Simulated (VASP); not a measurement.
# SrTiO3: single point with PBE

Crystal: SrTiO3.

```xyz
5
Lattice="3.8522 0.0000 0.0000 0.0000 3.8522 0.0000 0.0000 0.0000 3.8522" Properties=species:S:1:pos:R:3 pbc="T T T"
Sr    0.0000    0.0000    0.0000
Ti    1.9261    1.9261    1.9261
O     0.0000    1.9261    1.9261
O     1.9261    0.0000    1.9261
O     1.9261    1.9261    0.0000
```

This cell differs from its parent crystal: volume scaled by 0.96, then relaxed in part.

- Program: VASP 6.6.1
- Task: single point
- Functional: PBE
- Potentials or basis: VASP PAW PBE potentials, release 64 (Sr_sv, Ti_sv, O)
- Cutoff: 600 eV
- k mesh: 8 × 8 × 8
- Occupations: fermi-dirac, width 0.02 eV
- Spin: no spin polarisation

```
Pressure               : 13.3 GPa
Band gap on the k mesh : 1.93 eV, indirect (least direct gap 2.26 eV)
```

Levels at points of the mesh, in eV from the valence-band top:
```
           k point  band 16  band 17  band 18  band 19  band 20  band 21  band 22  band 23  band 24  band 25
(0.00, 0.00, 0.00)    -1.24    -1.24    -0.33    -0.33    -0.33     1.93     1.93     1.93     4.60     4.60
(0.50, 0.00, 0.00)    -2.45    -2.45    -2.12    -0.72    -0.72     2.12     4.00     4.00     4.63     6.95
(0.50, 0.50, 0.00)    -3.01    -1.69    -1.61    -1.61    -0.10     4.01     4.01     4.47     5.66     8.09
(0.50, 0.50, 0.50)    -3.85    -3.85     0.00     0.00     0.00     4.73     4.73     4.73     7.11     7.11
```

Wall time 37 s on 1 thread of AMD EPYC 9R45 96-Core Processor (Zen 5), on a shared host, peak memory 0.19 GiB.

 A k mesh can miss the band edges.
